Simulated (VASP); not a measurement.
# C (Im-3m) in VASP: further runs

Runs on C. Level: PBEsol. Tasks: single point, relaxation of cell and atoms.

Program: VASP 6.6.1. These are calculated values, not measurements. Logs are shortened: lines on timing, memory, paths and dates and some standing lists are left out, and cuts for length are marked.

### 1 The cell of the first run

The structure is cubic, space group Im-3m (No. 229). The conventional cell has a = 2.352 Å, b = 2.352 Å, c = 2.352 Å, α = 90.00°, β = 90.00°, γ = 90.00°. C (site symmetry m-3m) has 14 C at 2.04 to 2.35 Å within 2.7 Å.

### 2 Single point, PBEsol

The input, INCAR:

```
PREC = Accurate
ENCUT = 600
EDIFF = 1E-6
ISMEAR = 1
SIGMA = 0.05
LREAL = F
LASPH = T
NELM = 120
ALGO = Normal
ISIF = 2
LWAVE = F
LCHARG = T
GGA = PS
LELF = T
LVHAR = T
NBANDS = 8
GGA_COMPAT = F
```

The input, KPOINTS:

```
regular mesh
0
Gamma
  12 12 12
```

The input, POSCAR:

```
C
1.0
   -1.1759994424      1.1759994424      1.1759994424
    1.1759994424     -1.1759994424      1.1759994424
    1.1759994424      1.1759994424     -1.1759994424
C
1
Direct
    0.0000000000      0.0000000000      0.0000000000
```

Potentials or basis: VASP PAW PBE potentials, release 64 (C).

Command:

```
> cat potpaw_PBE.64/C/POTCAR > POTCAR
> mpirun -np 1 vasp_std > vasp.out
```

OUTCAR:

```text
PREC = Accurate
   ENCUT = 600
   EDIFF = 1E-6
   ISMEAR = 1
   LREAL = F
   LASPH = T
   NELM = 120
   ISIF = 2
   GGA = PS

 ion  position               nearest neighbor table
   1  0.000  0.000  0.000-

  LATTYP: Found a body centered cubic cell.
 ALAT       =     2.3519988848

  Lattice vectors:

 A1 = (  -1.1759994424,   1.1759994424,   1.1759994424)
 A2 = (   1.1759994424,  -1.1759994424,   1.1759994424)
 A3 = (   1.1759994424,   1.1759994424,  -1.1759994424)

Analysis of symmetry for initial positions (statically):
=====================================================================
 Subroutine PRICEL returns:
 Original cell was already a primitive cell.

 Routine SETGRP: Setting up the symmetry group for a
 body centered cubic supercell.

 Subroutine GETGRP returns: Found 48 space group operations
 (whereof 48 operations were pure point group operations)
 out of a pool of 48 trial point group operations.

The static configuration has the point symmetry O_h .

Analysis of symmetry for dynamics (positions and initial velocities):
=====================================================================
 Subroutine PRICEL returns:
 Original cell was already a primitive cell.

 Routine SETGRP: Setting up the symmetry group for a
 body centered cubic supercell.

 Subroutine GETGRP returns: Found 48 space group operations
 (whereof 48 operations were pure point group operations)
 out of a pool of 48 trial point group operations.

The dynamic configuration has the point symmetry O_h .

 Subroutine INISYM returns: Found 48 space group operations
 (whereof 48 operations are pure point group operations),
 and found     1 'primitive' translations

----------------------------------------------------------------------------------------

                                     Primitive cell

  volume of cell :       6.5055

  direct lattice vectors                    reciprocal lattice vectors
    -1.175999442  1.175999442  1.175999442     0.000000000  0.425170270  0.425170270
     1.175999442 -1.175999442  1.175999442     0.425170270  0.000000000  0.425170270
     1.175999442  1.175999442 -1.175999442     0.425170270  0.425170270  0.000000000

  length of vectors
     2.036890784  2.036890784  2.036890784     0.601281562  0.601281562  0.601281562

  position of ions in fractional coordinates (direct lattice)
     0.000000000  0.000000000  0.000000000

  ion indices of the primitive-cell ions
   primitive index   ion index
                 1           1

----------------------------------------------------------------------------------------

 KPOINTS: regular mesh

Automatic generation of k-mesh.
 Grid dimensions read from file:
 generate k-points for:   12   12   12

 Generating k-lattice:

  Cartesian coordinates                     Fractional coordinates (reciprocal lattice)
     0.000000000  0.035430856  0.035430856     0.083333333  0.000000000  0.000000000
     0.035430856  0.000000000  0.035430856     0.000000000  0.083333333  0.000000000
     0.035430856  0.035430856  0.000000000     0.000000000  0.000000000  0.083333333

  Length of vectors
     0.050106797  0.050106797  0.050106797

  Shift w.r.t. Gamma in fractional coordinates (k-lattice)
     0.000000000  0.000000000  0.000000000

 Subroutine IBZKPT returns following result:
 ===========================================

 Found     72 irreducible k-points:

 Following reciprocal coordinates:
            Coordinates               Weight
  0.000000  0.000000  0.000000      1.000000
  0.083333  0.000000  0.000000     12.000000
  0.166667  0.000000  0.000000     12.000000
  0.250000  0.000000  0.000000     12.000000
  0.333333  0.000000  0.000000     12.000000
  0.416667  0.000000  0.000000     12.000000
[... 16 lines left out ...]
  0.333333  0.083333  0.083333     24.000000
  0.416667  0.083333  0.083333     12.000000
 [... further k-points ...]
   k-points           NKPTS =     72   k-points in BZ     NKDIM =     72   number of bands    NBANDS=      8
   number of dos      NEDOS =    301   number of ions     NIONS =      1
   total plane-waves  NPLWV =   4096
   dimension x,y,z NGX =    16 NGY =   16 NGZ =   16
   dimension x,y,z NGXF=    32 NGYF=   32 NGZF=   32
   ions per type =               1
   NGX,Y,Z   is equivalent  to a cutoff of  13.06, 13.06, 13.06 a.u.
   NGXF,Y,Z  is equivalent  to a cutoff of  26.12, 26.12, 26.12 a.u.
 SYSTEM =  unknown system
   PREC   = accura    normal or accurate (medium, high low for compatibility)
   ISTART =      0    job   : 0-new  1-cont  2-samecut
   ICHARG =      2    charge: 1-file 2-atom 10-const
   ISPIN  =      1    spin polarized calculation?
   LNONCOLLINEAR =      F non collinear calculations
   LSORBIT =      F    spin-orbit coupling
   LASPH  =      T    aspherical Exc in radial PAW
   ENCUT  =  600.0 eV  44.10 Ry    6.64 a.u.   4.07  4.07  4.07*2*pi/ulx,y,z
   NELM   =    120;   NELMIN=  2; NELMDL= -5     # of ELM steps
   EDIFF  = 0.1E-05   stopping-criterion for ELM
   LREAL  =      F    real-space projection
   EDIFFG = 0.1E-04   stopping-criterion for IOM
   NSW    =      0    number of steps for IOM
   IBRION =     -1    ionic relax: 0-MD 1-quasi-New 2-CG
   NFREE  =      0    steps in history (QN), initial steepest desc. (CG)
   ISIF   =      2    stress and relaxation
   ISYM   =      2    0-nonsym 1-usesym 2-fastsym
   POTIM  = 0.5000    time-step for ionic-motion
   TEBEG  =    0.0;   TEEND  =   0.0 temperature during run
   PSTRESS=    0.0 pullay stress
   NELECT =       4.0000    total number of electrons
   NUPDOWN=      -1.0000    fix difference up-down
   EMIN   =  10.00;   EMAX   =-10.00  energy-range for DOS
   EFERMI =   0.00;   METHOD = LEGACY
   ISMEAR =     1;   SIGMA  =   0.05  broadening in eV -4-tet -1-fermi 0-gaus
   EFERMI_NEDOS =   21; number of points for ismear=-14 and -15
   IALGO  =     38    algorithm
   IMIX   =      4    mixing-type and parameters
     AMIX     =   0.40;   BMIX     =  1.00
     AMIX_MAG =   1.60;   BMIX_MAG =  1.00
  volume/ion in A,a.u.               =       6.51        43.90
  Fermi-wavevector in a.u.,A,eV,Ry     =   1.392091  2.630671 26.366977  1.937918
  Thomas-Fermi vector in A             =   2.515867
   LORBIT       =      0    0 simple, 1 ext, 2 COOP (PROOUT), +10 PAW based schemes
   GGA     = PS    functional components
   LHFCALC =     F    Hartree Fock is set to
   AEXX    =    0.0000 exact exchange contribution
   IVDW    =     0    specifies the selected vdW correction
   LEPSILON=     F    determine dielectric tensor
   LRPA    =     F    only Hartree local field effects (RPA)
 non-spin polarized calculation
 Methfessel and Paxton  Order N= 1 SIGMA  =   0.05
  energy-cutoff  :      600.00
  volume of cell :        6.51
 maximum number of plane-waves:       236
   NGX =  9   NGY =  9   NGZ =  9

 number of electron       4.0000000 magnetization

 Free energy of the ion-electron system (eV)
  ---------------------------------------------------
  ext. energy  EPLUGINS =         0.00000000
  ---------------------------------------------------
  free energy    TOTEN  =        -5.43197555 eV

  energy without entropy =       -5.43181378  energy(sigma->0) =       -5.43192163

 E-fermi :   8.6678     XC(G=0): -13.3471

 val. band max:        8.6643250404   @ k =  -0.4167   0.4167   0.3333
 cond. band min:       8.7162562820   @ k =   0.2500   0.1667   0.1667
 fundamental gap:      0.0519312416
 Fermi energy:         8.6678290578

 k-point     1 :       0.0000    0.0000    0.0000
  band No.  band energies     occupation
      1     -11.1413      2.00000
      2      18.2443      0.00000
      3      18.2443      0.00000
      4      18.2443      0.00000
      5      42.4901      0.00000
      6      42.4901      0.00000
      7      42.4901      0.00000
      8      45.2615      0.00000

 k-point     2 :       0.0833    0.0000    0.0000
  band No.  band energies     occupation
      1     -10.8245      2.00000
      2      17.4651      0.00000
      3      17.8041      0.00000
      4      18.1515      0.00000
      5      40.0315      0.00000
      6      40.5048      0.00000
      7      43.6050      0.00000
      8      44.9589      0.00000

 k-point     3 :       0.1667    0.0000    0.0000
  band No.  band energies     occupation
      1      -9.8764      2.00000
      2      15.1982      0.00000
      3      16.7274      0.00000
      4      17.8909      0.00000
      5      36.0327      0.00000
      6      37.5612      0.00000
      7      43.7682      0.00000
      8      45.0884      0.00000

 k-point     4 :       0.2500    0.0000    0.0000
  band No.  band energies     occupation
      1      -8.3030      2.00000
      2      11.7774      0.00000
      3      15.4729      0.00000
      4      17.5221      0.00000
      5      33.3332      0.00000
      6      35.0833      0.00000
      7      43.5984      0.00000
      8      44.9753      0.00000

 k-point     5 :       0.3333    0.0000    0.0000
  band No.  band energies     occupation
      1      -6.1185      2.00000
      2       7.7853      2.00000
      3      14.3915      0.00000
      4      17.1430      0.00000
      5      31.8022      0.00000
      6      33.2723      0.00000
      7      44.3969      0.00000
      8      44.8268      0.00000

 k-point     6 :       0.4167    0.0000    0.0000
  band No.  band energies     occupation
      1      -3.3501      2.00000
      2       3.7494      2.00000
      3      13.6808      0.00000
      4      16.8614      0.00000
      5      31.0522      0.00000
      6      32.1758      0.00000
      7      44.7024      0.00000
      8      45.7352      0.00000

 k-point     7 :       0.5000    0.0000    0.0000
  band No.  band energies     occupation
      1      -0.3034      2.00000
      2       0.2523      2.00000
      3      13.4347      0.00000
      4      16.7579      0.00000
      5      30.8296      0.00000
      6      31.8091      0.00000
      7      44.6511      0.00000
      8      46.5237      0.00000

 k-point     8 :       0.0833    0.0833    0.0000
  band No.  band energies     occupation
      1     -10.1920      2.00000
      2      16.0539      0.00000
      3      17.1208      0.00000
      4      17.7552      0.00000
      5      37.2847      0.00000
      6      38.1107      0.00000
      7      43.5146      0.00000
      8      44.5985      0.00000

 k-point     9 :       0.1667    0.0833   -0.0000
  band No.  band energies     occupation
      1      -8.9311      2.00000
      2      13.5229      0.00000
      3      15.6384      0.00000
      4      17.2948      0.00000
      5      34.5203      0.00000
      6      35.9258      0.00000
      7      43.2601      0.00000
      8      44.9382      0.00000

 k-point    10 :       0.2500    0.0833   -0.0000
  band No.  band energies     occupation
      1      -7.0515      2.00000
      2       9.9368      0.00000
      3      14.2484      0.00000
      4      16.8148      0.00000
      5      32.7706      0.00000
      6      34.3228      0.00000
      7      43.2449      0.00000
      8      45.3131      0.00000
[... 78 lines left out ...]
 k-point    18 :       0.3333    0.2500    0.0000
  band No.  band energies     occupation
      1       0.2660      2.00000
      2       3.7054      2.00000
      3       7.0202      2.00000
      4      15.0384      0.00000
      5      33.8241      0.00000
      6      35.6217      0.00000
      7      40.0173      0.00000
      8      48.7881      0.00000

 k-point    19 :       0.3333    0.3333    0.0000
  band No.  band energies     occupation
      1       3.1726      2.00000
      2       3.5937      2.00000
      3       3.5937      2.00000
      4      14.8848      0.00000
      5      34.2956      0.00000
      6      37.5618      0.00000
      7      37.5618      0.00000
      8      51.7550      0.00000

 k-point    20 :       0.0833    0.0833    0.0833
  band No.  band energies     occupation
      1      -9.2454      2.00000
      2      14.2075      0.00000
      3      16.5408      0.00000
      4      16.5408      0.00000
      5      35.6069      0.00000
      6      35.6069      0.00000
      7      44.4831      0.00000
      8      46.8901      0.00000

 k-point    21 :       0.1667    0.0833    0.0833
  band No.  band energies     occupation
      1      -7.6748      2.00000
      2      11.7244      0.00000
      3      14.4127      0.00000
      4      15.7772      0.00000
      5      34.2061      0.00000
      6      34.6184      0.00000
      7      44.2872      0.00000
      8      47.2673      0.00000

 k-point    22 :       0.2500    0.0833    0.0833
  band No.  band energies     occupation
      1      -5.4945      2.00000
      2       8.2012      2.00000
      3      12.8286      0.00000
      4      15.0496      0.00000
      5      33.5373      0.00000
      6      34.0469      0.00000
      7      44.1797      0.00000
      8      47.4729      0.00000

 k-point    23 :       0.3333    0.0833    0.0833
  band No.  band energies     occupation
      1      -2.7323      2.00000
      2       4.2973      2.00000
      3      11.9601      0.00000
      4      14.5399      0.00000
      5      33.2393      0.00000
      6      33.7218      0.00000
      7      44.1016      0.00000
      8      48.4127      0.00000

 k-point    24 :       0.4167    0.0833    0.0833
  band No.  band energies     occupation
      1       0.3713      2.00000
      2       0.7692      2.00000
      3      11.6785      0.00000
      4      14.3581      0.00000
      5      33.1544      0.00000
      6      33.6110      0.00000
      7      44.0696      0.00000
      8      49.1162      0.00000

 [... further k-points ...]
[... 5 lines left out ...]
  --------------------------------------------------------------------------------------
  -------------------------------------------------------------------------------------
  Total       -0.0071991     -0.0071991     -0.0071991      0.0000000      0.0000000     -0.0000000
  in kB       -1.7730022     -1.7730022     -1.7730022      0.0000000      0.0000000     -0.0000000
  external PRESSURE =      -1.7730022 kB  Pullay stress =       0.0000000 kB

 VOLUME and BASIS-vectors are now :
 -----------------------------------------------------------------------------
  energy-cutoff  :      600.00
  volume of cell :        6.51
      direct lattice vectors                 reciprocal lattice vectors
    -1.175999442  1.175999442  1.175999442     0.000000000  0.425170270  0.425170270
     1.175999442 -1.175999442  1.175999442     0.425170270  0.000000000  0.425170270
     1.175999442  1.175999442 -1.175999442     0.425170270  0.425170270  0.000000000

 POSITION                                       TOTAL-FORCE (eV/Angst)
 -----------------------------------------------------------------------------------
      0.00000      0.00000      0.00000        -0.000000     -0.000000      0.000000
 -----------------------------------------------------------------------------------
    total drift:                                0.000000      0.000000      0.000000

  FREE ENERGIE OF THE ION-ELECTRON SYSTEM (eV)
  ---------------------------------------------------
  free  energy   TOTEN  =        -5.4319755521 eV

  energy  without entropy=       -5.4318137769  energy(sigma->0) =       -5.43192163
```

Wall time 2.9 s (1 thread of Intel Xeon Platinum 8488C (Sapphire Rapids), shared host); peak memory 0.11 GiB.

What came out:

```yaml
Free_energy: -5.4320 eV
Pressure: -0.2 GPa
Band_gap_on_the_k_mesh: zero (band 2 reaches 18.24 eV, above the bottom of band 3 at 3.59 eV)
```

Caveat: the PAW data sets were made with another functional, which shifts forces and pressure a little.

(Continued in part 2 of 2.)
